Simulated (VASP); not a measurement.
# Ti (Im-3m) in VASP: a series of runs

Ti is run at these levels: PBEsol; tasks: single point.

Program: VASP 6.6.1. These are calculated values, not measurements. Logs are shortened: lines on timing, memory, paths and dates and some standing lists are left out, and cuts for length are marked.

## 1. The cell of the first run

Symmetry: Im-3m, No. 229, cubic system. Conventional cell: a = 3.113 Å, b = 3.113 Å, c = 3.113 Å, α = 90.00°, β = 90.00°, γ = 90.00°. Ti (site symmetry m-3m) has 14 Ti at 2.70 to 3.11 Å within 3.6 Å.

## 2. Single point, PBEsol

INCAR reads:

```
PREC     = Accurate       # precision mode
ENCUT    = 520            # plane-wave cutoff, eV
EDIFF    = 1E-7           # SCF threshold, eV
ISMEAR   = 0              # smearing method
SIGMA    = 0.1            # smearing width, eV
LREAL    = F              # projectors in reciprocal space
LASPH    = T              # aspherical terms in the spheres
NELM     = 100            # most SCF steps
ALGO     = Fast           # electronic algorithm
ISIF     = 2              # what is computed and relaxed
LWAVE    = F              # write WAVECAR
LCHARG   = F              # write CHGCAR
GGA      = PS             # functional
NBANDS   = 12             # bands
```

KPOINTS reads:

```
regular mesh
0
Gamma
  18 18 18
```

POSCAR reads:

```
Ti
1.0
   -1.5566803729      1.5566803729      1.5566803729
    1.5566803729     -1.5566803729      1.5566803729
    1.5566803729      1.5566803729     -1.5566803729
Ti
1
Direct
    0.0000000000      0.0000000000      0.0000000000
```

Potentials or basis: VASP PAW PBE potentials, release 64 (Ti_sv).

On the command line:

```console
$ cat potpaw_PBE.64/Ti_sv/POTCAR > POTCAR
$ mpirun -np 1 vasp_std > vasp.out
```

OUTCAR:

```text
PREC = Accurate
   ENCUT = 520
   EDIFF = 1E-7
   ISMEAR = 0
   LREAL = F
   LASPH = T
   NELM = 100
   ISIF = 2
   GGA = PS

 ion  position               nearest neighbor table
   1  0.000  0.000  0.000-

  LATTYP: Found a body centered cubic cell.
 ALAT       =     3.1133607458

  Lattice vectors:

 A1 = (  -1.5566803729,   1.5566803729,   1.5566803729)
 A2 = (   1.5566803729,  -1.5566803729,   1.5566803729)
 A3 = (   1.5566803729,   1.5566803729,  -1.5566803729)

Analysis of symmetry for initial positions (statically):
=====================================================================
 Subroutine PRICEL returns:
 Original cell was already a primitive cell.

 Routine SETGRP: Setting up the symmetry group for a
 body centered cubic supercell.

 Subroutine GETGRP returns: Found 48 space group operations
 (whereof 48 operations were pure point group operations)
 out of a pool of 48 trial point group operations.

The static configuration has the point symmetry O_h .

Analysis of symmetry for dynamics (positions and initial velocities):
=====================================================================
 Subroutine PRICEL returns:
 Original cell was already a primitive cell.

 Routine SETGRP: Setting up the symmetry group for a
 body centered cubic supercell.

 Subroutine GETGRP returns: Found 48 space group operations
 (whereof 48 operations were pure point group operations)
 out of a pool of 48 trial point group operations.

The dynamic configuration has the point symmetry O_h .

 Subroutine INISYM returns: Found 48 space group operations
 (whereof 48 operations are pure point group operations),
 and found     1 'primitive' translations

----------------------------------------------------------------------------------------

                                     Primitive cell

  volume of cell :      15.0889

  direct lattice vectors                    reciprocal lattice vectors
    -1.556680373  1.556680373  1.556680373     0.000000000  0.321196315  0.321196315
     1.556680373 -1.556680373  1.556680373     0.321196315  0.000000000  0.321196315
     1.556680373  1.556680373 -1.556680373     0.321196315  0.321196315  0.000000000

  length of vectors
     2.696249497  2.696249497  2.696249497     0.454240185  0.454240185  0.454240185

  position of ions in fractional coordinates (direct lattice)
     0.000000000  0.000000000  0.000000000

  ion indices of the primitive-cell ions
   primitive index   ion index
                 1           1
[... 74 lines left out ...]
   EDIFFG = 0.1E-05   stopping-criterion for IOM
   NSW    =      0    number of steps for IOM
   IBRION =     -1    ionic relax: 0-MD 1-quasi-New 2-CG
   NFREE  =      0    steps in history (QN), initial steepest desc. (CG)
   ISIF   =      2    stress and relaxation
   ISYM   =      2    0-nonsym 1-usesym 2-fastsym
   POTIM  = 0.5000    time-step for ionic-motion
   TEBEG  =    0.0;   TEEND  =   0.0 temperature during run
   PSTRESS=    0.0 pullay stress
   NELECT =      12.0000    total number of electrons
   NUPDOWN=      -1.0000    fix difference up-down
   EMIN   =  10.00;   EMAX   =-10.00  energy-range for DOS
   EFERMI =   0.00;   METHOD = LEGACY
   ISMEAR =     0;   SIGMA  =   0.10  broadening in eV -4-tet -1-fermi 0-gaus
   EFERMI_NEDOS =   21; number of points for ismear=-14 and -15
   IALGO  =     68    algorithm
   IMIX   =      4    mixing-type and parameters
     AMIX     =   0.40;   BMIX     =  1.00
     AMIX_MAG =   1.60;   BMIX_MAG =  1.00
  volume/ion in A,a.u.               =      15.09       101.83
  Fermi-wavevector in a.u.,A,eV,Ry     =   1.516756  2.866254 31.300877  2.300550
  Thomas-Fermi vector in A             =   2.626103
   LORBIT       =      0    0 simple, 1 ext, 2 COOP (PROOUT), +10 PAW based schemes
   GGA     = PS    functional components
   LHFCALC =     F    Hartree Fock is set to
   AEXX    =    0.0000 exact exchange contribution
   IVDW    =     0    specifies the selected vdW correction
   LEPSILON=     F    determine dielectric tensor
   LRPA    =     F    only Hartree local field effects (RPA)
 non-spin polarized calculation
 RMM-DIIS sequential band-by-band and
 Gauss-broadening in eV      SIGMA  =   0.10
  energy-cutoff  :      520.00
  volume of cell :       15.09
 maximum number of plane-waves:       420
   NGX =  9   NGY =  9   NGZ =  9

 number of electron      11.9999994 magnetization

 Free energy of the ion-electron system (eV)
  ---------------------------------------------------
  ext. energy  EPLUGINS =         0.00000000
  ---------------------------------------------------
  free energy    TOTEN  =        -8.19247092 eV

  energy without entropy =       -8.18241544  energy(sigma->0) =       -8.18744318

 E-fermi :   9.4916     XC(G=0): -12.3195

 val. band max:        9.4903070903   @ k =   0.1111   0.1111   0.1111
 cond. band min:       9.4923896840   @ k =   0.1667   0.1667   0.0000
 fundamental gap:      0.0020825937
 Fermi energy:         9.4916204174

 k-point     1 :       0.0000    0.0000    0.0000
  band No.  band energies     occupation
      1     -46.5458      2.00000
      2     -22.2858      2.00000
      3     -22.2858      2.00000
      4     -22.2858      2.00000
      5       3.2734      2.00000
      6      10.5956      0.00000
      7      10.5956      0.00000
      8      10.5956      0.00000
      9      12.6990      0.00000
     10      12.6990      0.00000
     11      27.9284      0.00000
     12      27.9284      0.00000
[... 331 lines left out ...]
 k-point    24 :       0.3889    0.1111    0.0000
  band No.  band energies     occupation
      1     -46.3113      2.00000
      2     -23.2822      2.00000
      3     -22.6413      2.00000
      4     -22.3408      2.00000
      5       6.9599      2.00000
      6       8.9885      2.00000
      7      10.3442      0.00000
      8      12.6296      0.00000
      9      13.3067      0.00000
     10      14.9908      0.00000
     11      20.2861      0.00000
     12      23.8316      0.00000

 [... further k-points ...]
[... 5 lines left out ...]
  --------------------------------------------------------------------------------------
  -------------------------------------------------------------------------------------
  Total        1.0870541      1.0870541      1.0870541      0.0000000      0.0000000      0.0000000
  in kB      115.4259376    115.4259376    115.4259376      0.0000000      0.0000000      0.0000000
  external PRESSURE =     115.4259376 kB  Pullay stress =       0.0000000 kB

 VOLUME and BASIS-vectors are now :
 -----------------------------------------------------------------------------
  energy-cutoff  :      520.00
  volume of cell :       15.09
      direct lattice vectors                 reciprocal lattice vectors
    -1.556680373  1.556680373  1.556680373     0.000000000  0.321196315  0.321196315
     1.556680373 -1.556680373  1.556680373     0.321196315  0.000000000  0.321196315
     1.556680373  1.556680373 -1.556680373     0.321196315  0.321196315  0.000000000

 POSITION                                       TOTAL-FORCE (eV/Angst)
 -----------------------------------------------------------------------------------
      0.00000      0.00000      0.00000        -0.000000      0.000000      0.000000
 -----------------------------------------------------------------------------------
    total drift:                                0.000000     -0.000000      0.000000

  FREE ENERGIE OF THE ION-ELECTRON SYSTEM (eV)
  ---------------------------------------------------
  free  energy   TOTEN  =        -8.1924709239 eV

  energy  without entropy=       -8.1824154360  energy(sigma->0) =       -8.18744318
```

OSZICAR:

```text
N       E                     dE             d eps       ncg     rms          rms(c)
DAV:   1     0.851781850991E+02    0.85178E+02   -0.65614E+03  4696   0.123E+03
DAV:   2    -0.509750312883E+01   -0.90276E+02   -0.87987E+02  4792   0.297E+02
DAV:   3    -0.899169820585E+01   -0.38942E+01   -0.38521E+01  6164   0.631E+01
[... 22 lines left out ...]
RMM:  26    -0.819247040113E+01   -0.34763E-07   -0.28675E-06  4275   0.665E-03    0.228E-03
RMM:  27    -0.819247067779E+01   -0.27667E-06   -0.18269E-06  4045   0.474E-03    0.734E-04
RMM:  28    -0.819247072627E+01   -0.48480E-07   -0.15057E-06  3205   0.263E-03    0.807E-04
RMM:  29    -0.819247087178E+01   -0.14551E-06   -0.11080E-06  2666   0.204E-03    0.716E-05
RMM:  30    -0.819247092395E+01   -0.52169E-07   -0.86724E-07  2303   0.138E-03
   1 F= -.81924709E+01 E0= -.81874432E+01  d E =-.100555E-01
```

Run time: 64 s. Hardware: 1 thread of Intel Xeon Platinum 8259CL at 2.50GHz (Skylake/Cascade Lake), shared host; peak memory 0.15 GiB.

Results:

| Item | Value |
| --- | --- |
| Free energy | -8.1925 eV |
| Pressure | 11.5 GPa |
| Band gap on the k mesh | zero (band 6 reaches 10.60 eV, above the bottom of band 7 at 8.84 eV) |

Caveat: the PAW data sets were made with another functional, which shifts forces and pressure a little.

## 3. Single point, PBEsol

This run uses another cell than the first one, of 16.00 Å³/atom, 1.060 times its volume.

INCAR reads:

```
SYSTEM = Ti
  PREC = Accurate
  ENCUT = 520
  EDIFF = 1E-6
  ISMEAR = 0
  SIGMA = 0.1
  LREAL = .False.
  LASPH = .True.
  NELM = 80
  ALGO = Normal
  ISIF = 2
  LWAVE = .False.
  LCHARG = .False.
  GGA = PS
  NBANDS = 12
```

KPOINTS reads:

```
Automatic mesh
0
Gamma
  18 18 18
  0 0 0
```

POSCAR reads:

```
Ti
1.0
   -1.5872602996      1.5872602996      1.5872602996
    1.5872602996     -1.5872602996      1.5872602996
    1.5872602996      1.5872602996     -1.5872602996
Ti
1
Direct
    0.0000000000      0.0000000000      0.0000000000
```

Potentials or basis: VASP PAW PBE potentials, release 64 (Ti_sv).

On the command line:

```console
$ cat potpaw_PBE.64/Ti_sv/POTCAR > POTCAR
$ mpirun -np 1 vasp_std > vasp.out
```

Run time: 24 s. Hardware: 1 thread of Intel Xeon Platinum 8259CL at 2.50GHz (Skylake/Cascade Lake), shared host; peak memory 0.15 GiB.

The run converged. Its results:

```
Free energy            : -8.2351 eV
Pressure               : 3.7 GPa
Band gap on the k mesh : zero (band 6 reaches 9.89 eV, above the bottom of band 7 at 8.24 eV)
```

Levels at points of the mesh, in eV from the Fermi level:
```tsv
k point	band 3	band 4	band 5	band 6	band 7	band 8	band 9	band 10
(0.00, 0.00, 0.00)	-31.98	-31.98	-6.12	1.06	1.06	1.06	3.02	3.02
(0.50, 0.00, 0.00)	-32.25	-31.99	-2.67	-0.49	1.43	3.02	3.41	4.76
(0.50, 0.50, 0.50)	-32.58	-32.58	-2.39	-2.39	4.36	4.36	4.36	9.06
```

Caveat: the PAW data sets were made with another functional, which shifts forces and pressure a little.

## 4. Single point, PBEsol

This run uses another cell than the first one, of 12.42 Å³/atom, 0.823 times its volume.

INCAR reads:

```
PREC = Accurate ; ENCUT = 520
EDIFF = 1E-6 ; ISMEAR = 0
SIGMA = 0.1 ; LREAL = False
LASPH = True ; NELM = 80
ALGO = Normal ; ISIF = 2
LWAVE = False ; LCHARG = False
GGA = PS ; NBANDS = 12
```

KPOINTS reads:

```
Automatic mesh
0
Gamma
  20 20 20
```

POSCAR reads:

```
Ti
1.0
   -1.4590357403      1.4590357403      1.4590357403
    1.4590357403     -1.4590357403      1.4590357403
    1.4590357403      1.4590357403     -1.4590357403
Ti
1
Direct
    0.0000000000      0.0000000000      0.0000000000
```

On the command line:

```console
$ cat potpaw_PBE.64/Ti_sv/POTCAR > POTCAR
$ mpirun -np 1 vasp_std > vasp.out
```

It took 31 s on 1 thread of Intel Xeon Platinum 8259CL at 2.50GHz (Skylake/Cascade Lake), shared host; peak memory 0.15 GiB.

Results (log left out):

* Free energy: -7.7228 eV
* Pressure: 49.1 GPa
* Band gap on the k mesh: zero (band 6 reaches 13.12 eV, above the bottom of band 7 at 11.15 eV)

Levels at points of the mesh, in eV from the Fermi level:
```
           k point  band 4  band 5  band 6  band 7  band 8  band 9
(0.00, 0.00, 0.00)  -31.10   -6.43    1.19    1.19    1.19    3.82
(0.50, 0.00, 0.00)  -31.13   -3.47   -0.96    2.75    3.93    4.45
(0.50, 0.50, 0.50)  -32.33   -3.59   -3.59    5.79    5.79    5.79
```

Caveat: the PAW data sets were made with another functional, which shifts forces and pressure a little.

## 5. The runs side by side

```csv
cell,k mesh,gap on the mesh (eV),pressure (GPa)
"a = 2.696 Å, angles 109.5°, 1 atom",18 × 18 × 18,none,11.5
"a = 2.749 Å, angles 109.5°, 1 atom",18 × 18 × 18,none,3.7
"a = 2.527 Å, angles 109.5°, 1 atom",20 × 20 × 20,none,49.1
```

Alike in all rows: task single point; level PBEsol; potentials or basis VASP PAW PBE potentials, release 64 (Ti_sv); no spin polarisation; cutoff (eV) 520; smearing gaussian 0.1 eV.

Caveats: the PAW data sets were made with another functional, which shifts forces and pressure a little.

Total energies depend on the potentials used, so only differences within one code and one set of settings carry meaning.
